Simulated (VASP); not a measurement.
Write the native input for VASP 6.6.1 that does the following.

```
Task                   : single point
Functional             : PBEsol
Potentials or basis    : VASP PAW PBE potentials, release 64 (Cl, Na_pv)
Cutoff                 : 500 eV
k mesh                 : 7 × 7 × 7
Occupations            : fermi-dirac, width 0.05 eV
Spin                   : no spin polarisation
Dipole correction      : no
Further INCAR settings : ALGO = Normal; EDIFF = 1e-06; NBANDS = 14
```

The structure of NaCl lies in POSCAR:

```
NaCl
1.0
    0.0000000000      2.7940632177      2.7381819533
    2.7940632177      0.0000000000      2.7381819533
    2.7940632177      2.7940632177      0.0000000000
Cl Na
1 1
Direct
    0.5000000000      0.5000000000      0.5000000000
    0.0000000000      0.0000000000      0.0000000000
```

The input as run:

INCAR

```
SYSTEM = NaCl
PREC     = Accurate       ! precision mode
ENCUT    = 500            ! plane-wave cutoff, eV
EDIFF    = 1E-6           ! SCF threshold, eV
ISMEAR   = -1             ! smearing method
SIGMA    = 0.05           ! smearing width, eV
LREAL    = .False.        ! projectors in reciprocal space
LASPH    = .True.         ! aspherical terms in the spheres
NELM     = 120            ! most SCF steps
ALGO     = Normal         ! electronic algorithm
ISIF     = 2              ! what is computed and relaxed
LWAVE    = .False.        ! write WAVECAR
LCHARG   = .False.        ! write CHGCAR
GGA      = PS             ! functional
NBANDS   = 14             ! bands
GGA_COMPAT= .False.
```

KPOINTS

```
regular mesh
0
Gamma
  7 7 7
  0 0 0
```

Potentials or basis: VASP PAW PBE potentials, release 64 (Cl, Na_pv).

Run with:

```bash
$ cat potpaw_PBE.64/Cl/POTCAR potpaw_PBE.64/Na_pv/POTCAR > POTCAR
$ mpirun -np 1 vasp_std > vasp.out
```

It gave:

The pressure is 0.8 GPa. The band gap on the k mesh is 5.11 eV.

Caveat: the PAW data sets were made with another functional, which shifts forces and pressure a little.

It took 41 s on 1 thread of Intel Xeon 8259CL, with other jobs on the host, peak memory 0.17 GiB.
